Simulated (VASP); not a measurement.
Crystal: RuW3.

```
Ru W
1.0
     3.90675    0.00000    0.00000
     0.00000    3.90675    0.00000
     0.00000    0.00000    3.90675
Ru W
1 3
Direct
  0.00000 0.00000 0.00000
  0.00000 0.50000 0.50000
  0.50000 0.00000 0.50000
  0.50000 0.50000 0.00000
```

- Program: VASP 6.6.1
- Task: relaxation of cell and atoms
- Functional: PBE
- Potentials or basis: VASP PAW PBE potentials, release 64 (Ru_pv, W_sv)
- Cutoff: 600 eV
- k mesh: 4 × 4 × 4
- Occupations: gaussian, width 0.1 eV
- Spin: no spin polarisation

At the start: pressure 17.8 GPa; volume 14.91 Å³/atom.

Question: How do energy, volume and symmetry change on relaxing?

Answer: Over 4 steps the energy falls by 42.8 meV/atom and the volume is 15.72 Å³/atom (+5.5 %); space group Pm-3m (No. 221, to 0.05 Å).

The path:
| step | energy change (eV) | largest force (eV/Å) | pressure (GPa) | volume (Å³) |
| --- | --- | --- | --- | --- |
| 1 | 0.0000 | 0.0000 | 17.78 | 59.63 |
| 2 | 1.4280 | 0.0000 | -35.59 | 75.07 |
| 3 | -0.1701 | 0.0000 | -1.21 | 63.12 |
| 4 | -0.1711 | 0.0000 | -0.08 | 62.88 |

Final structure:
```
Ru W
1.0
     3.97657    0.00000    0.00000
     0.00000    3.97657    0.00000
     0.00000    0.00000    3.97657
Ru W
1 3
Direct
  0.00000 0.00000 0.00000
  0.00000 0.50000 0.50000
  0.50000 0.00000 0.50000
  0.50000 0.50000 0.00000
```

Caveat: the k points lie up to 0.40 Å⁻¹ apart in the final cell.
